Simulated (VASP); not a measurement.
# V (Im-3m) in VASP: notebook

The runs below take V through single point, relaxation of cell and atoms, with PBE.

All numbers are computed with VASP 6.6.1; they aren't measurements. Logs are shortened: lines on timing, memory, paths and dates and some standing lists are left out, and cuts for length are marked.

### Step 1. The cell of the first run

The structure is cubic, space group Im-3m (No. 229). Conventional cell: a = 2.997 Å, b = 2.997 Å, c = 2.997 Å, α = 90.00°, β = 90.00°, γ = 90.00°. Within 3.4 Å of V (site symmetry m-3m) lie 14 V at 2.60 to 3.00 Å.

### Step 2. Single point, PBE

File INCAR:

```
SYSTEM = V
PREC = Accurate
ENCUT = 520
EDIFF = 1E-6
ISMEAR = 0
SIGMA = 0.1
LREAL = .FALSE.
LASPH = .TRUE.
NELM = 100
ALGO = Normal
ISIF = 2
LWAVE = .FALSE.
LCHARG = .TRUE.
GGA = PE
LELF = .TRUE.
LVHAR = .TRUE.
NBANDS = 12
```

File KPOINTS:

```
Automatic mesh
0
G
  20 20 20
  0 0 0
```

File POSCAR:

```
V
1.0
   -1.4985098874      1.4985098874      1.4985098874
    1.4985098874     -1.4985098874      1.4985098874
    1.4985098874      1.4985098874     -1.4985098874
V
1
Direct
    0.0000000000      0.0000000000      0.0000000000
```

Potentials or basis: VASP PAW PBE potentials, release 64 (V_sv).

Run with:

```bash
$ cat potpaw_PBE.64/V_sv/POTCAR > POTCAR
$ mpirun -np 1 vasp_std > vasp.out
```

OUTCAR:

```text
SYSTEM = V
   PREC = Accurate
   ENCUT = 520
   EDIFF = 1E-6
   ISMEAR = 0
   LREAL = .FALSE.
   LASPH = .TRUE.
   NELM = 100
   ISIF = 2
   GGA = PE

 ion  position               nearest neighbor table
   1  0.000  0.000  0.000-

  LATTYP: Found a body centered cubic cell.
 ALAT       =     2.9970197748

  Lattice vectors:

 A1 = (  -1.4985098874,   1.4985098874,   1.4985098874)
 A2 = (   1.4985098874,  -1.4985098874,   1.4985098874)
 A3 = (   1.4985098874,   1.4985098874,  -1.4985098874)

Analysis of symmetry for initial positions (statically):
=====================================================================
 Subroutine PRICEL returns:
 Original cell was already a primitive cell.

 Routine SETGRP: Setting up the symmetry group for a
 body centered cubic supercell.

 Subroutine GETGRP returns: Found 48 space group operations
 (whereof 48 operations were pure point group operations)
 out of a pool of 48 trial point group operations.

The static configuration has the point symmetry O_h .

Analysis of symmetry for dynamics (positions and initial velocities):
=====================================================================
 Subroutine PRICEL returns:
 Original cell was already a primitive cell.

 Routine SETGRP: Setting up the symmetry group for a
 body centered cubic supercell.

 Subroutine GETGRP returns: Found 48 space group operations
 (whereof 48 operations were pure point group operations)
 out of a pool of 48 trial point group operations.

The dynamic configuration has the point symmetry O_h .

 Subroutine INISYM returns: Found 48 space group operations
 (whereof 48 operations are pure point group operations),
 and found     1 'primitive' translations

----------------------------------------------------------------------------------------

                                     Primitive cell

  volume of cell :      13.4598

  direct lattice vectors                    reciprocal lattice vectors
    -1.498509887  1.498509887  1.498509887     0.000000000  0.333664799  0.333664799
     1.498509887 -1.498509887  1.498509887     0.333664799  0.000000000  0.333664799
     1.498509887  1.498509887 -1.498509887     0.333664799  0.333664799  0.000000000

  length of vectors
     2.595495261  2.595495261  2.595495261     0.471873284  0.471873284  0.471873284

  position of ions in fractional coordinates (direct lattice)
     0.000000000  0.000000000  0.000000000

  ion indices of the primitive-cell ions
   primitive index   ion index
                 1           1

----------------------------------------------------------------------------------------

 KPOINTS: Automatic mesh

Automatic generation of k-mesh.
 Grid dimensions read from file:
 generate k-points for:   20   20   20

 Generating k-lattice:

  Cartesian coordinates                     Fractional coordinates (reciprocal lattice)
     0.000000000  0.016683240  0.016683240     0.050000000  0.000000000  0.000000000
     0.016683240  0.000000000  0.016683240     0.000000000  0.050000000  0.000000000
     0.016683240  0.016683240  0.000000000     0.000000000  0.000000000  0.050000000

  Length of vectors
     0.023593664  0.023593664  0.023593664

  Shift w.r.t. Gamma in fractional coordinates (k-lattice)
     0.000000000  0.000000000  0.000000000

 Subroutine IBZKPT returns following result:
 ===========================================

 Found    256 irreducible k-points:

 Following reciprocal coordinates:
            Coordinates               Weight
  0.000000  0.000000  0.000000      1.000000
  0.050000  0.000000  0.000000     12.000000
  0.100000  0.000000  0.000000     12.000000
  0.150000  0.000000  0.000000     12.000000
  0.200000  0.000000  0.000000     12.000000
  0.250000  0.000000  0.000000     12.000000
[... 16 lines left out ...]
  0.200000  0.100000 -0.000000     48.000000
  0.250000  0.100000 -0.000000     48.000000
 [... further k-points ...]
   k-points           NKPTS =    256   k-points in BZ     NKDIM =    256   number of bands    NBANDS=     12
   number of dos      NEDOS =    301   number of ions     NIONS =      1
   total plane-waves  NPLWV =   8000
   dimension x,y,z NGX =    20 NGY =   20 NGZ =   20
   dimension x,y,z NGXF=    40 NGYF=   40 NGZF=   40
   ions per type =               1
   NGX,Y,Z   is equivalent  to a cutoff of  12.81, 12.81, 12.81 a.u.
   NGXF,Y,Z  is equivalent  to a cutoff of  25.62, 25.62, 25.62 a.u.
 SYSTEM =  V
   PREC   = accura    normal or accurate (medium, high low for compatibility)
   ISTART =      0    job   : 0-new  1-cont  2-samecut
   ICHARG =      2    charge: 1-file 2-atom 10-const
   ISPIN  =      1    spin polarized calculation?
   LNONCOLLINEAR =      F non collinear calculations
   LSORBIT =      F    spin-orbit coupling
   LASPH  =      T    aspherical Exc in radial PAW
   ENCUT  =  520.0 eV  38.22 Ry    6.18 a.u.   4.83  4.83  4.83*2*pi/ulx,y,z
   NELM   =    100;   NELMIN=  2; NELMDL= -5     # of ELM steps
   EDIFF  = 0.1E-05   stopping-criterion for ELM
   LREAL  =      F    real-space projection
   EDIFFG = 0.1E-04   stopping-criterion for IOM
   NSW    =      0    number of steps for IOM
   IBRION =     -1    ionic relax: 0-MD 1-quasi-New 2-CG
   NFREE  =      0    steps in history (QN), initial steepest desc. (CG)
   ISIF   =      2    stress and relaxation
   ISYM   =      2    0-nonsym 1-usesym 2-fastsym
   POTIM  = 0.5000    time-step for ionic-motion
   TEBEG  =    0.0;   TEEND  =   0.0 temperature during run
   PSTRESS=    0.0 pullay stress
   NELECT =      13.0000    total number of electrons
   NUPDOWN=      -1.0000    fix difference up-down
   EMIN   =  10.00;   EMAX   =-10.00  energy-range for DOS
   EFERMI =   0.00;   METHOD = LEGACY
   ISMEAR =     0;   SIGMA  =   0.10  broadening in eV -4-tet -1-fermi 0-gaus
   EFERMI_NEDOS =   21; number of points for ismear=-14 and -15
   IALGO  =     38    algorithm
   IMIX   =      4    mixing-type and parameters
     AMIX     =   0.40;   BMIX     =  1.00
     AMIX_MAG =   1.60;   BMIX_MAG =  1.00
  volume/ion in A,a.u.               =      13.46        90.83
  Fermi-wavevector in a.u.,A,eV,Ry     =   1.618240  3.058031 35.629598  2.618702
  Thomas-Fermi vector in A             =   2.712535
   LORBIT       =      0    0 simple, 1 ext, 2 COOP (PROOUT), +10 PAW based schemes
   GGA     = PE    functional components
   LHFCALC =     F    Hartree Fock is set to
   AEXX    =    0.0000 exact exchange contribution
   IVDW    =     0    specifies the selected vdW correction
   LEPSILON=     F    determine dielectric tensor
   LRPA    =     F    only Hartree local field effects (RPA)
 non-spin polarized calculation
 Gauss-broadening in eV      SIGMA  =   0.10
  energy-cutoff  :      520.00
  volume of cell :       13.46
 maximum number of plane-waves:       374
   NGX =  9   NGY =  9   NGZ =  9

 number of electron      12.9999990 magnetization

 Free energy of the ion-electron system (eV)
  ---------------------------------------------------
  ext. energy  EPLUGINS =         0.00000000
  ---------------------------------------------------
  free energy    TOTEN  =        -8.99675380 eV

  energy without entropy =       -8.98798240  energy(sigma->0) =       -8.99236810

 E-fermi :   9.7123     XC(G=0): -12.9091

 val. band max:        9.7109473429   @ k =  -0.3000   0.3000   0.1500
 cond. band min:       9.7148143243   @ k =   0.1000   0.0500   0.0500
 fundamental gap:      0.0038669814
 Fermi energy:         9.7123346910

 k-point     1 :       0.0000    0.0000    0.0000
  band No.  band energies     occupation
      1     -54.0065      2.00000
      2     -27.3058      2.00000
      3     -27.3058      2.00000
      4     -27.3058      2.00000
      5       3.1280      2.00000
      6      10.1258      0.00000
      7      10.1258      0.00000
      8      10.1258      0.00000
      9      12.1368      0.00000
     10      12.1368      0.00000
     11      30.2091      0.00000
     12      30.2091      0.00000

 k-point     2 :       0.0500    0.0000    0.0000
  band No.  band energies     occupation
      1     -54.0017      2.00000
      2     -27.3289      2.00000
      3     -27.3129      2.00000
      4     -27.3060      2.00000
      5       3.2295      2.00000
      6      10.0823      0.00000
      7      10.1171      0.00000
      8      10.1979      0.00000
      9      12.0857      0.00000
     10      12.1395      0.00000
     11      30.0294      0.00000
     12      30.1970      0.00000

 k-point     3 :       0.1000    0.0000    0.0000
  band No.  band energies     occupation
      1     -53.9878      2.00000
      2     -27.3954      2.00000
      3     -27.3332      2.00000
      4     -27.3064      2.00000
      5       3.5272      2.00000
      6       9.9584      0.00050
      7      10.0797      0.00000
      8      10.4109      0.00000
      9      11.9610      0.00000
     10      12.1490      0.00000
     11      29.4878      0.00000
     12      30.0959      0.00000

 k-point     4 :       0.1500    0.0000    0.0000
  band No.  band energies     occupation
      1     -53.9661      2.00000
      2     -27.4982      2.00000
      3     -27.3648      2.00000
      4     -27.3072      2.00000
      5       3.9998      2.00000
      6       9.7708      0.40814
      7       9.9877      0.00010
      8      10.7536      0.00000
      9      11.8348      0.00000
     10      12.1684      0.00000
     11      28.5794      0.00000
     12      29.7590      0.00000

 k-point     5 :       0.2000    0.0000    0.0000
  band No.  band energies     occupation
      1     -53.9387      2.00000
      2     -27.6262      2.00000
      3     -27.4044      2.00000
      4     -27.3081      2.00000
      5       4.6063      2.00000
      6       9.5435      1.98304
      7       9.8371      0.07768
      8      11.2070      0.00000
      9      11.7782      0.00000
     10      12.2013      0.00000
     11      27.3330      0.00000
     12      29.1216      0.00000

 k-point     6 :       0.2500    0.0000    0.0000
  band No.  band energies     occupation
      1     -53.9082      2.00000
      2     -27.7662      2.00000
      3     -27.4480      2.00000
      4     -27.3092      2.00000
      5       5.2749      2.00000
      6       9.3021      2.00000
      7       9.6940      1.20506
      8      11.7426      0.00000
      9      11.8106      0.00000
     10      12.2492      0.00000
     11      25.8426      0.00000
     12      28.2979      0.00000

 k-point     7 :       0.3000    0.0000    0.0000
  band No.  band energies     occupation
      1     -53.8775      2.00000
      2     -27.9043      2.00000
      3     -27.4913      2.00000
      4     -27.3103      2.00000
      5       5.8874      2.00000
      6       9.0707      2.00000
      7       9.6952      1.19129
      8      11.9032      0.00000
      9      12.3098      0.00000
     10      12.3203      0.00000
     11      24.2416      0.00000
     12      27.4498      0.00000

 k-point     8 :       0.3500    0.0000    0.0000
  band No.  band energies     occupation
      1     -53.8496      2.00000
      2     -28.0273      2.00000
      3     -27.5302      2.00000
      4     -27.3113      2.00000
      5       6.3049      2.00000
      6       8.8698      2.00000
      7       9.9773      0.00018
      8      12.0145      0.00000
      9      12.3763      0.00000
     10      12.8866      0.00000
     11      22.6698      0.00000
     12      26.6950      0.00000
[... 166 lines left out ...]
 k-point    20 :       0.4500    0.0500    0.0000
  band No.  band energies     occupation
      1     -53.8083      2.00000
      2     -28.1940      2.00000
      3     -27.5919      2.00000
      4     -27.3216      2.00000
      5       6.6015      2.00000
      6       8.6035      2.00000
      7      11.0431      0.00000
      8      12.1225      0.00000
      9      12.6190      0.00000
     10      13.9654      0.00000
     11      19.9819      0.00000
     12      25.5715      0.00000

 k-point    21 :       0.1000    0.1000    0.0000
  band No.  band energies     occupation
      1     -53.9539      2.00000
      2     -27.5536      2.00000
      3     -27.3643      2.00000
      4     -27.3277      2.00000
      5       4.2738      2.00000
      6       9.7401      0.69406
      7       9.8162      0.14186
      8      11.0023      0.00000
      9      11.7236      0.00000
     10      12.2345      0.00000
     11      28.3109      0.00000
     12      29.2512      0.00000

 k-point    22 :       0.1500    0.1000    0.0000
  band No.  band energies     occupation
      1     -53.9278      2.00000
      2     -27.6684      2.00000
      3     -27.4026      2.00000
      4     -27.3345      2.00000
      5       4.8657      2.00000
      6       9.5330      1.98880
      7       9.6372      1.71179
      8      11.4773      0.00000
      9      11.6520      0.00000
     10      12.3047      0.00000
     11      27.2896      0.00000
     12      28.4104      0.00000

 k-point    23 :       0.2000    0.1000   -0.0000
  band No.  band energies     occupation
      1     -53.8987      2.00000
      2     -27.7921      2.00000
      3     -27.4509      2.00000
      4     -27.3380      2.00000
      5       5.5248      2.00000
      6       9.2907      2.00000
      7       9.4822      1.99886
      8      11.6646      0.00000
      9      12.0407      0.00000
     10      12.3818      0.00000
     11      25.9057      0.00000
     12      27.5777      0.00000

 k-point    24 :       0.2500    0.1000   -0.0000
  band No.  band energies     occupation
      1     -53.8695      2.00000
      2     -27.9132      2.00000
      3     -27.5010      2.00000
      4     -27.3404      2.00000
      5       6.1382      2.00000
      6       9.0628      2.00000
      7       9.4384      1.99989
      8      11.7607      0.00000
      9      12.4232      0.00000
     10      12.6842      0.00000
     11      24.3284      0.00000
     12      26.8152      0.00000

 [... further k-points ...]
[... 5 lines left out ...]
  --------------------------------------------------------------------------------------
  -------------------------------------------------------------------------------------
  Total        0.0193962      0.0193962      0.0193962     -0.0000000     -0.0000000      0.0000000
  in kB        2.3088105      2.3088105      2.3088105     -0.0000000     -0.0000000      0.0000000
  external PRESSURE =       2.3088105 kB  Pullay stress =       0.0000000 kB

 VOLUME and BASIS-vectors are now :
 -----------------------------------------------------------------------------
  energy-cutoff  :      520.00
  volume of cell :       13.46
      direct lattice vectors                 reciprocal lattice vectors
    -1.498509887  1.498509887  1.498509887     0.000000000  0.333664799  0.333664799
     1.498509887 -1.498509887  1.498509887     0.333664799  0.000000000  0.333664799
     1.498509887  1.498509887 -1.498509887     0.333664799  0.333664799  0.000000000

 POSITION                                       TOTAL-FORCE (eV/Angst)
 -----------------------------------------------------------------------------------
      0.00000      0.00000      0.00000        -0.000000      0.000000      0.000000
 -----------------------------------------------------------------------------------
    total drift:                                0.000000     -0.000000      0.000000

  FREE ENERGIE OF THE ION-ELECTRON SYSTEM (eV)
  ---------------------------------------------------
  free  energy   TOTEN  =        -8.9967538031 eV

  energy  without entropy=       -8.9879824043  energy(sigma->0) =       -8.99236810
```

Wall time 12 s (1 thread of Intel Xeon 6975P-C (Granite Rapids), shared host); peak memory 0.15 GiB.

Results:

```
Free energy : -8.9968 eV
Pressure    : 0.2 GPa
```

Levels at points of the mesh, in eV from the Fermi level:
```csv
k point,band 4,band 5,band 6,band 7,band 8,band 9,band 10,band 11
"(0.00, 0.00, 0.00)",-37.02,-6.58,0.41,0.41,0.41,2.42,2.42,20.50
"(0.50, 0.00, 0.00)",-37.03,-3.17,-1.13,1.65,2.43,2.78,4.12,10.18
"(0.50, 0.50, 0.50)",-37.63,-2.99,-2.99,3.72,3.72,3.72,10.21,10.21
```

(Continued in part 2 of 2.)
